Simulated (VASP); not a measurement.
Mg, 1 atom in the cell. The typed cell holds 1 atom: a = 3.037 Å, b = 3.042 Å, c = 3.040 Å, α = 60.60°, β = 60.45°, γ = 60.18°.  This cell differs from its parent crystal: the cell strained at random.

| Property | Result |
| --- | --- |
| Program | VASP 6.6.1 |
| Task | single point |
| Functional | PBE |
| Potentials or basis | VASP PAW PBE potentials, release 64 (Mg) |
| Cutoff | 520 eV |
| k mesh | 14 × 14 × 14 |
| Occupations | gaussian, width 0.1 eV |
| Spin | no spin polarisation |
| Dipole correction | no |
| Further INCAR settings | ALGO = Fast; EDIFF = 1e-06; NBANDS = 7 |

Potentials or basis: VASP PAW PBE potentials, release 64 (Mg).

Launch:

```sh
$ cat potpaw_PBE.64/Mg/POTCAR > POTCAR
$ mpirun -np 1 vasp_std > vasp.out
```

Hardware: 1 thread of AMD EPYC 9R45 96-Core Processor (Zen 5) (shared host).

Task: How long does it take, and how much memory?

Result: It took 83 s on 1 thread of AMD EPYC 9R45 96-Core Processor (Zen 5), with other jobs on the host, peak memory 0.28 GiB. Counts: scf iterations 9, k points 1376.
